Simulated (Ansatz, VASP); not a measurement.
# One calculation of GaSi, two programs

```
Ga Si
1.0
     1.89766   -5.32918    0.00000
     1.89766    5.32918    0.00000
     0.00000    0.00000    3.52069
Ga Si
2 2
Direct
  0.83842 0.16158 0.75000
  0.16158 0.83842 0.25000
  0.58000 0.42000 0.75000
  0.42000 0.58000 0.25000
```

Alike in both runs: functional PBE; k mesh 6 × 6 × 6; occupations gaussian, width 0.1 eV; no spin polarisation.

Ansatz relaxed the structure, and its values are those at the end. VASP's run is a single point on that final structure, the one shown.

|  | VASP | Ansatz |
| --- | --- | --- |
| version | VASP 6.6.1 | Ansatz 0.2.0 |
| potentials or method | VASP PAW PBE potentials, release 64 (Ga_d, Si), cutoff 520 eV | scalar-relativistic, plane waves, PAW |
| valence electrons in the cell | 34 | 34 |

|  | VASP | Ansatz | Ansatz less VASP |
| --- | --- | --- | --- |
| gap on the k mesh at the Fermi level (eV) | none | none | - |
| pressure (GPa) | 0.2 | 0.1 | -0.06 |
| rms of the force components (eV/Å) | 0.002 | 0.005 | +0.0031 |

A gap of «none» marks a metal or a gap that the smearing closes.
